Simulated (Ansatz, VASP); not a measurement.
## Mg3BeS in VASP and in Ansatz

Contents of INCAR:

```
SYSTEM = Mg3BeS
ALGO = Normal ; EDIFF = 1E-6
EDIFFG = -0.04 ; ENCUT = 600
GGA = PE ; IBRION = 2
ISIF = 3 ; ISMEAR = 0
LASPH = .TRUE. ; LCHARG = .FALSE.
LREAL = .FALSE. ; LWAVE = .FALSE.
NELM = 100 ; NSW = 90
PREC = Accurate ; SIGMA = 0.1
```

Contents of KPOINTS:

```
k-points
0
G
  6 6 4
  0 0 0
```

Contents of POSCAR:

```
Mg3BeS
1.0
    3.6889557400      0.0000000000      0.0000000000
    0.0000000000      3.6889557400      0.0000000000
    0.0000000000      0.0000000000      6.3557934700
Mg Be S
3 1 1
Direct
    0.5000000000      0.0000000000      0.7940049000
    0.0000000000      0.5000000000      0.7940049000
    0.5000000000      0.5000000000      0.8094110600
    0.5000000000      0.5000000000      0.3489170500
    0.5000000000      0.5000000000      0.0659142400
```

Input for Ansatz:

```yaml
crystal:
  lattice:
    - [3.68895574, 0.0, 0.0]
    - [0.0, 3.68895574, 0.0]
    - [0.0, 0.0, 6.35579347]
  atoms:
    - { symbol: Mg, position: [0.5, 0.0, 0.7940049] }
    - { symbol: Mg, position: [0.0, 0.5, 0.7940049] }
    - { symbol: Mg, position: [0.5, 0.5, 0.80941106] }
    - { symbol: Be, position: [0.5, 0.5, 0.34891705] }
    - { symbol: S, position: [0.5, 0.5, 0.06591424] }
basis:
  ecutwfc: 420
kpoints:
  mp_grid: { grid: [6, 6, 4] }
hamiltonian:
  xc: pbe
scf:
  occupations: { method: gaussian, width: 0.1 }
  lower_state_search: "off"
output:
  forces: true
  stress: true
  eigenvalues: true
relax:
  adjacent_minimum: "off"
  f_tol: 0.04
  max_steps: 70
  cell: { stress_tol: 0.4 }
```

Alike in both runs: task relaxation of cell and atoms; functional PBE; k mesh 6 × 6 × 4; occupations gaussian, width 0.1 eV; no spin polarisation.

|  | VASP | Ansatz |
| --- | --- | --- |
| version | VASP 6.6.1 | Ansatz 0.2.0 |
| potentials or method | VASP PAW PBE potentials, release 64 (Mg, Be, S), cutoff 600 eV | scalar-relativistic, plane waves, PAW |
| valence electrons in the cell | 14 | 38 |

```csv
,VASP,Ansatz,Ansatz less VASP
"gap on the k mesh at the Fermi level, each at its own relaxed structure (eV)",none,none,-
relaxed volume (Å³/atom),29.53,29.60,+0.073
relaxed cell length with the largest relative difference (Å),8.465,8.475,+0.0097
```

A gap of «none» marks a metal or a gap that the smearing closes. VASP's potentials hold 14 valence electrons a cell and Ansatz's 38, so a difference there can come from the potentials and not from the codes.

Noted on VASP's run: the volume moved by over 15 % at a fixed basis, so the end points are rough.
